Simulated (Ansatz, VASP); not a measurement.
**Two plane-wave programs on Ba3ScTi4O12**

```
CELL_PARAMETERS angstrom
-4.00600 4.00600 4.00600
4.00600 -4.00600 4.00600
4.00600 4.00600 -4.00600
ATOMIC_POSITIONS crystal
Sc 0.50000 0.50000 0.50000
Ba 0.00000 0.00000 0.50000
Ba 0.00000 0.50000 0.00000
Ba 0.50000 0.00000 0.00000
Ti 0.00000 0.00000 0.00000
Ti 0.50000 0.50000 0.00000
Ti 0.50000 0.00000 0.50000
Ti 0.00000 0.50000 0.50000
O 0.01221 0.25611 0.25611
O 0.50000 0.74389 0.25611
O 0.50000 0.25611 0.74389
O 0.98779 0.74389 0.74389
O 0.25611 0.01221 0.25611
O 0.74389 0.50000 0.25611
O 0.74389 0.98779 0.74389
O 0.25611 0.50000 0.74389
O 0.25611 0.25611 0.01221
O 0.74389 0.74389 0.98779
O 0.74389 0.25611 0.50000
O 0.25611 0.74389 0.50000
```

Alike in both runs: functional PBE; k mesh 3 × 3 × 3; occupations fermi-dirac, width 0.01 eV; collinear spin.

Ansatz relaxed the structure, and its values are those at the end. VASP's run is a single point on that final structure, the one shown.

|  | VASP | Ansatz |
| --- | --- | --- |
| version | VASP 6.6.1 | Ansatz 0.2.0 |
| potentials or method | VASP PAW PBE potentials, release 64 (Sc_sv, Ba_sv, Ti_sv, O) | plane-wave PAW, scalar-relativistic |
| plane-wave cutoff (eV) | 520 | 420 |
| valence electrons in the cell | 161 | 161 |

VASP gave:

| Quantity | Value |
| --- | --- |
| pressure (GPa) | -2.7 |
| rms of the force components (eV/Å) | 0.008 |
| net moment per atom (μB) | 0.02 |
| size of the moment on the site where the two differ most (μB) | 0.03 |

Which values does Ansatz return?

Pressure (GPa): -4.0; rms of the force components (eV/Å): 0.007; net moment per atom (μB): 0.02; size of the moment on the site where the two differ most (μB): 0.02.

Site moments also hang on the region over which each program counts them. Ansatz's warnings: stress scf threshold loose.

The k mesh is coarse, so the values compare programs but aren't converged. Spin-orbit coupling is off throughout.
